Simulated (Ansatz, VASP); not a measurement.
Two plane-wave programs on Ir

```
Ir
1.0
     2.70938    0.00000    0.00000
     0.00000    3.83164    0.00000
     0.00000    0.00000   21.41880
Ir
5
Direct
  0.00000 0.00000 0.37977
  0.50000 0.50000 0.43355
  0.00000 0.00000 0.50000
  0.50000 0.50000 0.56645
  0.00000 0.00000 0.62023
```

Alike in both runs: functional PBEsol; k mesh 15 × 11 × 1; occupations fermi-dirac, width 0.1 eV; no spin polarisation.

Ansatz relaxed the structure, and its values are those at the end. VASP's run is a single point on that final structure, the one shown.

|  | VASP | Ansatz |
| --- | --- | --- |
| version | VASP 6.6.1 | Ansatz 0.2.0 |
| potentials or method | VASP PAW PBE potentials, release 64 (Ir) | PAW with Ansatz's default frozen-core files, scalar-relativistic |
| plane-wave cutoff (eV) | 520 | 420 |
| valence electrons in the cell | 45 | 85 |

Ansatz gave:

| Property | Result |
| --- | --- |
| rms of the force components (eV/Å) | 0.003 |

Question: Estimate VASP's values.

Answer: rms of the force components (eV/Å): 0.028.

VASP's potentials were made for PBE, not for PBEsol. The functional is the same, so the differences come from potentials, cutoffs and numerics. VASP's potentials hold 45 valence electrons a cell and Ansatz's 85, so a difference there can come from the potentials and not from the codes. Ansatz's warnings: stress scf threshold loose.

Spin-orbit coupling is off throughout.
